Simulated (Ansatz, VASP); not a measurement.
## One calculation of LiF, two programs

```xyz
2
Lattice="0.0000 2.0140 2.0140 2.3161 0.0000 2.0140 2.3161 2.0140 0.0000" Properties=species:S:1:pos:R:3 pbc="T T T"
Li    0.0000    0.0000    0.0000
F     2.3161    2.0140    2.0140
```

Change from the starting cell: strain +0.1500 x Voigt [1, 0, 0, 0, 0, 0], atoms carried along.

Alike in both runs: task single point; functional PBEsol; k mesh 10 × 10 × 10; occupations gaussian, width 0.05 eV; no spin polarisation.

|  | VASP | Ansatz |
| --- | --- | --- |
| version | VASP 6.6.1 | Ansatz 0.2.0 |
| potentials or method | VASP PAW PBE potentials, release 64 (Li_sv, F), cutoff 520 eV | scalar-relativistic, plane waves, PAW |
| valence electrons in the cell | 10 | 10 |

Ansatz gave:

```
gap on the k mesh at the Fermi level (eV) : 7.69
least direct gap on the mesh (eV)         : 7.69
```

Problem. What did VASP give for the same quantities?

Solution. gap on the k mesh at the Fermi level (eV): 7.68; least direct gap on the mesh (eV): 7.68.

VASP's potentials were made for PBE, not for PBEsol. The functional is the same, so the differences come from potentials, cutoffs and numerics.

Noted on VASP's run: the cutoff is short for stress, so the pressure is rough.
